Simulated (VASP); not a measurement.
Here is a VASP 6.6.1 calculation.

The input INCAR:

```
ALGO = Normal ; DIPOL = 0.5 0.5 0.500
EDIFF = 1E-7 ; EDIFFG = -0.01
ENCUT = 520 ; GGA = CA
GGA_COMPAT = False ; IBRION = 2
IDIPOL = 3 ; ISIF = 2
ISMEAR = -1 ; LASPH = True
LCHARG = False ; LDIPOL = True
LREAL = False ; LWAVE = False
NELM = 120 ; NELMDL = -8
NELMIN = 4 ; NSW = 32
PREC = Accurate ; SIGMA = 0.02
```

The input KPOINTS:

```
k-points
0
Gamma
  10 7 1
```

POSCAR

```
C
1.0
    2.4973237396      0.0000000000      0.0000000000
    0.0000000000      3.5317491022      0.0000000000
    0.0000000000      0.0000000000     18.4973000000
C
6
Direct
    0.7500000000      0.0979653236      0.4395642448
    0.2500000000      0.9020346764      0.4395642448
    0.2500000000      0.6098837583      0.5000000004
    0.7500000000      0.3901162417      0.5000000004
    0.7500000000      0.0979653236      0.5604357548
    0.2500000000      0.9020346764      0.5604357548
```

Potentials or basis: VASP PAW LDA potentials, release 64 (C).

Launch:

```sh
$ cat potpaw_LDA.64/C/POTCAR > POTCAR
$ mpirun -np 1 vasp_std > vasp.out
```

Estimate the band gap on the k mesh.

zero (band 12 reaches -2.18 eV, above the bottom of band 13 at -2.99 eV).

Predict the energy gained by relaxing.

0.1 meV/atom.

Step by step:
| step | energy change (eV) | largest force (eV/Å) | pressure (GPa) |
| --- | --- | --- | --- |
| 1 | 0.0000 | 0.0585 | 2.44 |
| 2 | -0.0002 | 0.1010 | 2.29 |
| 3 | -0.0003 | 0.0668 | 2.33 |
| 4 | -0.0004 | 0.0232 | 2.24 |
| 5 | -0.0004 | 0.0076 | 2.26 |
